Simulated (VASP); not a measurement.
Wanted: the native input for a VASP 6.6.1 run.

```yaml
Task: single point
Functional: PBE
Potentials_or_basis: VASP PAW PBE potentials, release 64 (Na_pv, H)
Cutoff: 520 eV
k_mesh: 10 × 10 × 10
Occupations: gaussian, width 0.02 eV
Spin: no spin polarisation
Dipole_correction: no
Further_INCAR_settings: ALGO = Normal; EDIFF = 1e-07; NBANDS = 11
```

The structure of NaH lies in POSCAR:

```
NaH
1.0
    2.9121564970      0.0000000000      0.0000000000
    0.0000000000      2.9121564970      0.0000000000
    0.0000000000      0.0000000000      2.9121564970
Na H
1 1
Direct
    0.0000000000      0.0000000000      0.0000000000
    0.5000000000      0.5000000000      0.5000000000
```

This cell differs from its parent crystal: strained.

These files were run (other wordings do the same):

INCAR

```
SYSTEM = NaH
PREC     = Accurate       ! precision mode
ENCUT    = 520            ! plane-wave cutoff, eV
EDIFF    = 1E-7           ! SCF threshold, eV
ISMEAR   = 0              ! smearing method
SIGMA    = 0.02           ! smearing width, eV
LREAL    = .FALSE.        ! projectors in reciprocal space
LASPH    = .TRUE.         ! aspherical terms in the spheres
NELM     = 100            ! most SCF steps
ALGO     = Normal         ! electronic algorithm
ISIF     = 2              ! what is computed and relaxed
LWAVE    = .FALSE.        ! write WAVECAR
LCHARG   = .TRUE.         ! write CHGCAR
GGA      = PE             ! functional
LELF     = .TRUE.         ! ELF
LVHAR    = .TRUE.       
NBANDS   = 11             ! bands
```

KPOINTS

```
Automatic mesh
0
G
  10 10 10
  0 0 0
```

Potentials or basis: VASP PAW PBE potentials, release 64 (Na_pv, H).

The run is started by

```bash
$ cat potpaw_PBE.64/Na_pv/POTCAR potpaw_PBE.64/H/POTCAR > POTCAR
$ mpirun -np 1 vasp_std > vasp.out
```

It gave:

```yaml
Pressure: 1.4 GPa
Band_gap_on_the_k_mesh: 1.03 eV, indirect (least direct gap 4.56 eV)
```

Caveat: the cell differs from its parent crystal (strained).

Wall time 13 s on 1 thread of Intel(R) Xeon(R) Platinum 8175M CPU @ 2.50GHz (Skylake/Cascade Lake), with other jobs on the host, peak memory 0.13 GiB.
